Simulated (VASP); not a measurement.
# Al2Cu (Pmm2) in VASP: further runs

The runs below take Al2Cu through single point, with PBEsol.

All numbers are computed with VASP 6.6.1; they aren't measurements. Logs are shortened: lines on timing, memory, paths and dates and some standing lists are left out, and cuts for length are marked.

## 1. The cell of the first run

Symmetry: Pmm2, No. 25, orthorhombic system. The conventional cell has a = 2.846 Å, b = 4.084 Å, c = 4.084 Å, α = 90.00°, β = 90.00°, γ = 90.00°. Within 3.2 Å of Al (site symmetry mm2) lie 4 Cu at 2.45 to 2.53 Å and 6 Al at 2.78 to 3.00 Å. Within 3.3 Å of Al (site symmetry mm2) lie 4 Cu at 2.50 Å and 6 Al at 2.78 to 3.00 Å. Cu (site symmetry mm2) has 8 Al at 2.45 to 2.53 Å and 2 Cu at 2.85 Å within 3.2 Å.

## 2. Single point, PBEsol (mode 4 frozen in at -0.148 Å and mode 9 at +0.000 Å (largest displacements))

The input, INCAR:

```
SYSTEM = Al2Cu
PREC = Accurate
ENCUT = 520
EDIFF = 1E-6
ISMEAR = 0
SIGMA = 0.15
LREAL = .FALSE.
LASPH = .TRUE.
NELM = 80
ALGO = Fast
ISIF = 2
LWAVE = .FALSE.
LCHARG = .TRUE.
GGA = PS
LELF = .TRUE.
LVHAR = .TRUE.
NBANDS = 16
```

The input, KPOINTS:

```
regular mesh
0
G
  10 10 14
  0 0 0
```

The input, POSCAR:

```
Al2Cu
1.0
    4.0842078946      0.0000000000      0.0000000000
    0.0000000000      4.0842078946      0.0000000000
    0.0000000000      0.0000000000      2.8458943809
Al Cu
2 1
Direct
    0.5024873978      0.0000000000      0.5000000000
   -0.0363105904      0.5000000000      0.5000000000
    0.0143612780      0.0000000000      0.0000000000
```

Potentials or basis: VASP PAW PBE potentials, release 64 (Al, Cu).

Run with:

```sh
$ cat potpaw_PBE.64/Al/POTCAR potpaw_PBE.64/Cu/POTCAR > POTCAR
$ mpirun -np 1 vasp_std > vasp.out
```

OUTCAR:

```text
SYSTEM = Al2Cu
   PREC = Accurate
   ENCUT = 520
   EDIFF = 1E-6
   ISMEAR = 0
   LREAL = .FALSE.
   LASPH = .TRUE.
   NELM = 80
   ISIF = 2
   GGA = PS

 ion  position               nearest neighbor table
   1  0.502  0.000  0.500-   3 2.45   3 2.45   3 2.53   3 2.53   2 2.78   2 2.78   2 3.00   2 3.00

   2  0.964  0.500  0.500-   3 2.50   3 2.50   3 2.50   3 2.50   1 2.78   1 2.78   1 3.00   1 3.00

   3  0.014  0.000  0.000-   1 2.45   1 2.45   2 2.50   2 2.50   2 2.50   2 2.50   1 2.53   1 2.53

  LATTYP: Found a simple tetragonal cell.
 ALAT       =     4.0842078946
 C/A-ratio  =     0.6968044856

  Lattice vectors:

 A1 = (   4.0842078946,   0.0000000000,   0.0000000000)
 A2 = (   0.0000000000,   4.0842078946,   0.0000000000)
 A3 = (   0.0000000000,   0.0000000000,   2.8458943809)

Analysis of symmetry for initial positions (statically):
=====================================================================
 Subroutine PRICEL returns:
 Original cell was already a primitive cell.

 Routine SETGRP: Setting up the symmetry group for a
 simple tetragonal supercell.

 Subroutine GETGRP returns: Found  4 space group operations
 (whereof  4 operations were pure point group operations)
 out of a pool of 16 trial point group operations.

The static configuration has the point symmetry C_2v.

Analysis of symmetry for dynamics (positions and initial velocities):
=====================================================================
 Subroutine PRICEL returns:
 Original cell was already a primitive cell.

 Routine SETGRP: Setting up the symmetry group for a
 simple tetragonal supercell.

 Subroutine GETGRP returns: Found  4 space group operations
 (whereof  4 operations were pure point group operations)
 out of a pool of 16 trial point group operations.

The dynamic configuration has the point symmetry C_2v.

 Subroutine INISYM returns: Found  4 space group operations
 (whereof  4 operations are pure point group operations),
 and found     1 'primitive' translations

----------------------------------------------------------------------------------------

                                     Primitive cell

  volume of cell :      47.4717

  direct lattice vectors                    reciprocal lattice vectors
     4.084207895  0.000000000  0.000000000     0.244845519  0.000000000  0.000000000
     0.000000000  4.084207895  0.000000000     0.000000000  0.244845519  0.000000000
     0.000000000  0.000000000  2.845894381     0.000000000  0.000000000  0.351383385

  length of vectors
     4.084207895  4.084207895  2.845894381     0.244845519  0.244845519  0.351383385

  position of ions in fractional coordinates (direct lattice)
     0.502487398  0.000000000  0.500000000
     0.963689410  0.500000000  0.500000000
     0.014361278  0.000000000  0.000000000

  ion indices of the primitive-cell ions
   primitive index   ion index
                 1           1
                 2           2
                 3           3

----------------------------------------------------------------------------------------

 KPOINTS: regular mesh

Automatic generation of k-mesh.
 Grid dimensions read from file:
 generate k-points for:   10   10   14

 Generating k-lattice:

  Cartesian coordinates                     Fractional coordinates (reciprocal lattice)
     0.024484552  0.000000000  0.000000000     0.100000000  0.000000000  0.000000000
     0.000000000  0.024484552  0.000000000     0.000000000  0.100000000  0.000000000
     0.000000000  0.000000000  0.025098813     0.000000000  0.000000000  0.071428571

  Length of vectors
     0.024484552  0.024484552  0.025098813

  Shift w.r.t. Gamma in fractional coordinates (k-lattice)
     0.000000000  0.000000000  0.000000000

 Subroutine IBZKPT returns following result:
 ===========================================

 Found    288 irreducible k-points:

 Following reciprocal coordinates:
            Coordinates               Weight
  0.000000  0.000000  0.000000      1.000000
  0.100000  0.000000  0.000000      2.000000
  0.000000  0.100000  0.000000      2.000000
  0.200000  0.000000  0.000000      2.000000
  0.000000  0.200000  0.000000      2.000000
  0.300000  0.000000  0.000000      2.000000
[... 16 lines left out ...]
 -0.200000  0.300000  0.000000      4.000000
  0.400000  0.200000  0.000000      4.000000
 [... further k-points ...]
   k-points           NKPTS =    288   k-points in BZ     NKDIM =    288   number of bands    NBANDS=     16
   number of dos      NEDOS =    301   number of ions     NIONS =      3
   total plane-waves  NPLWV =  21600
   dimension x,y,z NGX =    30 NGY =   30 NGZ =   24
   dimension x,y,z NGXF=    60 NGYF=   60 NGZF=   48
   ions per type =               2   1
   NGX,Y,Z   is equivalent  to a cutoff of  12.21, 12.21, 14.02 a.u.
   NGXF,Y,Z  is equivalent  to a cutoff of  24.42, 24.42, 28.04 a.u.
 SYSTEM =  Al2Cu
   PREC   = accura    normal or accurate (medium, high low for compatibility)
   ISTART =      0    job   : 0-new  1-cont  2-samecut
   ICHARG =      2    charge: 1-file 2-atom 10-const
   ISPIN  =      1    spin polarized calculation?
   LNONCOLLINEAR =      F non collinear calculations
   LSORBIT =      F    spin-orbit coupling
   LASPH  =      T    aspherical Exc in radial PAW
   ENCUT  =  520.0 eV  38.22 Ry    6.18 a.u.   7.59  7.59  5.29*2*pi/ulx,y,z
   NELM   =     80;   NELMIN=  2; NELMDL= -5     # of ELM steps
   EDIFF  = 0.1E-05   stopping-criterion for ELM
   LREAL  =      F    real-space projection
   EDIFFG = 0.1E-04   stopping-criterion for IOM
   NSW    =      0    number of steps for IOM
   IBRION =     -1    ionic relax: 0-MD 1-quasi-New 2-CG
   NFREE  =      0    steps in history (QN), initial steepest desc. (CG)
   ISIF   =      2    stress and relaxation
   ISYM   =      2    0-nonsym 1-usesym 2-fastsym
   POTIM  = 0.5000    time-step for ionic-motion
   TEBEG  =    0.0;   TEEND  =   0.0 temperature during run
   PSTRESS=    0.0 pullay stress
   NELECT =      17.0000    total number of electrons
   NUPDOWN=      -1.0000    fix difference up-down
   EMIN   =  10.00;   EMAX   =-10.00  energy-range for DOS
   EFERMI =   0.00;   METHOD = LEGACY
   ISMEAR =     0;   SIGMA  =   0.15  broadening in eV -4-tet -1-fermi 0-gaus
   EFERMI_NEDOS =   21; number of points for ismear=-14 and -15
   IALGO  =     68    algorithm
   IMIX   =      4    mixing-type and parameters
     AMIX     =   0.40;   BMIX     =  1.00
     AMIX_MAG =   1.60;   BMIX_MAG =  1.00
  volume/ion in A,a.u.               =      15.82       106.78
  Fermi-wavevector in a.u.,A,eV,Ry     =   1.162554  2.196908 18.388694  1.351531
  Thomas-Fermi vector in A             =   2.299113
   LORBIT       =      0    0 simple, 1 ext, 2 COOP (PROOUT), +10 PAW based schemes
   GGA     = PS    functional components
   LHFCALC =     F    Hartree Fock is set to
   AEXX    =    0.0000 exact exchange contribution
   IVDW    =     0    specifies the selected vdW correction
   LEPSILON=     F    determine dielectric tensor
   LRPA    =     F    only Hartree local field effects (RPA)
 non-spin polarized calculation
 RMM-DIIS sequential band-by-band and
 Gauss-broadening in eV      SIGMA  =   0.15
  energy-cutoff  :      520.00
  volume of cell :       47.47
 maximum number of plane-waves:      1294
   NGX = 15   NGY = 15   NGZ = 11

 number of electron      16.9999985 magnetization

 Free energy of the ion-electron system (eV)
  ---------------------------------------------------
  ext. energy  EPLUGINS =         0.00000000
  ---------------------------------------------------
  free energy    TOTEN  =       -12.53831808 eV

  energy without entropy =      -12.52805737  energy(sigma->0) =      -12.53318773

 E-fermi :   7.3092     XC(G=0): -10.5932

 val. band max:        7.2941320047   @ k =   0.0000   0.0000   0.0714
 cond. band min:       7.3169457629   @ k =   0.4000   0.4000   0.4286
 fundamental gap:      0.0228137582
 Fermi energy:         7.3092132101

 k-point     1 :       0.0000    0.0000    0.0000
  band No.  band energies     occupation
      1      -3.3746      2.00000
      2       1.8079      2.00000
      3       2.3038      2.00000
      4       2.9813      2.00000
      5       3.2076      2.00000
      6       3.2274      2.00000
[... 8 lines left out ...]
     15      14.5386      0.00000
     16      20.1084      0.00000

 k-point     2 :       0.1000    0.0000    0.0000
  band No.  band energies     occupation
      1      -3.2895      2.00000
      2       1.7579      2.00000
      3       2.2850      2.00000
      4       2.9543      2.00000
      5       3.2048      2.00000
      6       3.2278      2.00000
[... 8 lines left out ...]
     15      15.6519      0.00000
     16      19.8630      0.00000

 k-point     3 :       0.0000    0.1000    0.0000
  band No.  band energies     occupation
      1      -3.2896      2.00000
      2       1.7578      2.00000
      3       2.2814      2.00000
      4       2.9550      2.00000
      5       3.2080      2.00000
      6       3.2244      2.00000
[... 8 lines left out ...]
     15      15.6717      0.00000
     16      19.8902      0.00000

 k-point     4 :       0.2000    0.0000    0.0000
  band No.  band energies     occupation
      1      -3.0376      2.00000
      2       1.4846      2.00000
      3       2.2455      2.00000
      4       2.8912      2.00000
      5       3.1973      2.00000
      6       3.2290      2.00000
[... 8 lines left out ...]
     15      17.4097      0.00000
     16      19.0346      0.00000
[... 324 lines left out ...]
 k-point    22 :       0.3000    0.2000    0.0000
  band No.  band energies     occupation
      1      -2.2949      2.00000
      2       1.0305      2.00000
      3       1.9912      2.00000
      4       2.6716      2.00000
      5       3.1615      2.00000
      6       3.1902      2.00000
[... 8 lines left out ...]
     15      18.3035      0.00000
     16      18.8459      0.00000

 k-point    23 :      -0.2000    0.3000    0.0000
  band No.  band energies     occupation
      1      -2.2957      2.00000
      2       1.0197      2.00000
      3       1.9921      2.00000
      4       2.6844      2.00000
      5       3.1917      2.00000
      6       3.2006      2.00000
[... 8 lines left out ...]
     15      18.2882      0.00000
     16      18.8281      0.00000

 k-point    24 :       0.4000    0.2000    0.0000
  band No.  band energies     occupation
      1      -1.7876      2.00000
      2       0.2795      2.00000
      3       2.0878      2.00000
      4       2.6189      2.00000
      5       2.9633      2.00000
      6       3.1830      2.00000
[... 8 lines left out ...]
     15      17.5339      0.00000
     16      19.1341      0.00000

 [... further k-points ...]
[... 5 lines left out ...]
  --------------------------------------------------------------------------------------
  -------------------------------------------------------------------------------------
  Total        0.2883431      0.1278107      0.0495403      0.0000000      0.0000000      0.0000000
  in kB        9.7316336      4.3136334      1.6719950      0.0000000      0.0000000      0.0000000
  external PRESSURE =       5.2390873 kB  Pullay stress =       0.0000000 kB

 VOLUME and BASIS-vectors are now :
 -----------------------------------------------------------------------------
  energy-cutoff  :      520.00
  volume of cell :       47.47
      direct lattice vectors                 reciprocal lattice vectors
     4.084207895  0.000000000  0.000000000     0.244845519  0.000000000  0.000000000
     0.000000000  4.084207895  0.000000000     0.000000000  0.244845519  0.000000000
     0.000000000  0.000000000  2.845894381     0.000000000  0.000000000  0.351383385

 POSITION                                       TOTAL-FORCE (eV/Angst)
 -----------------------------------------------------------------------------------
      2.05226      0.00000      1.42295        -0.029094      0.000000      0.000000
      3.93591      2.04210      1.42295         0.341228      0.000000      0.000000
      0.05865      0.00000      0.00000        -0.312134      0.000000      0.000000
 -----------------------------------------------------------------------------------
    total drift:                               -0.000598     -0.000000     -0.000013

  FREE ENERGIE OF THE ION-ELECTRON SYSTEM (eV)
  ---------------------------------------------------
  free  energy   TOTEN  =       -12.5383180845 eV

  energy  without entropy=      -12.5280573690  energy(sigma->0) =      -12.53318773
```

Run time: 2.2 min. Hardware: 1 thread of Intel Xeon 6975P-C (Granite Rapids), shared host; peak memory 0.32 GiB.

Results:

| Item | Value |
| --- | --- |
| Free energy | -12.5383 eV |
| Pressure | 0.5 GPa |
| Largest force | 0.341 eV/Å |

Forces in eV/Å, atoms in the order of the input:
```
Al  -0.029  0.000  0.000
Al   0.341  0.000  0.000
Cu  -0.312  0.000  0.000
```

Stress tensor (GPa, compression positive):
```
0.97 0.00 0.00
0.00 0.43 0.00
0.00 0.00 0.17
```

Caveat: the cell differs from its parent crystal (mode 4 frozen in at -0.148 Å and mode 9 at +0.000 Å (largest displacements)); the PAW data sets were made with another functional, which shifts forces and pressure a little.

(Continued in part 2 of 3.)
